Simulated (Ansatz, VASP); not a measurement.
One calculation of W, two programs

```
W
1.0
    -1.64627    1.64627    1.64627
     1.64627   -1.64627    1.64627
     1.64627    1.64627   -1.64627
W
1
Cartesian
  0.0000 0.0000 0.0000
```

Alike in both runs: task single point; functional PBE; k mesh 18 × 18 × 18; occupations gaussian, width 0.1 eV; no spin polarisation.

```csv
,VASP,Ansatz
version,VASP 6.6.1,Ansatz 0.2.0
potentials or method,"VASP PAW PBE potentials, release 64 (W_sv), cutoff 520 eV","scalar-relativistic, plane waves, PAW"
valence electrons in the cell,14,14
```

```csv
,VASP,Ansatz,Ansatz less VASP
gap on the k mesh at the Fermi level (eV),none,none,-
pressure (GPa),-24.4,-24.6,-0.22
```

A gap of «none» marks a metal or a gap that the smearing closes. The functional is the same, so the differences come from potentials, cutoffs and numerics.

Neither program's run includes spin-orbit coupling.
